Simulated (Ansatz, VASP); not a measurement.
LaScF: VASP beside Ansatz

```
La Sc F
1.0
     3.80192    0.00000    0.00000
     0.00000    3.80192    0.00000
     0.00000    0.00000    5.08008
La Sc F
1 1 1
Cartesian
  0.0000 0.0000 0.0000
  0.0000 0.0000 2.5400
  1.9010 1.9010 2.5400
```

Alike in both runs: task single point; functional PBE; k mesh 4 × 4 × 4; occupations gaussian, width 0.1 eV; no spin polarisation.

|  | VASP | Ansatz |
| --- | --- | --- |
| version | VASP 6.6.1 | Ansatz 0.2.0 |
| potentials or method | VASP PAW PBE potentials, release 64 (La, Sc_sv, F), cutoff 520 eV | scalar-relativistic, plane waves, PAW |
| valence electrons in the cell | 29 | 29 |

|  | VASP | Ansatz | Ansatz less VASP |
| --- | --- | --- | --- |
| gap on the k mesh at the Fermi level (eV) | none | none | - |
| pressure (GPa) | -0.6 | -0.6 | -0.03 |
| traceless stress, the component that is largest in VASP (GPa) | 17.65 | 17.47 | -0.183 |

A gap of «none» marks a metal or a gap that the smearing closes.

The k mesh is coarse, so the values compare programs but aren't converged. Spin-orbit coupling is off throughout.
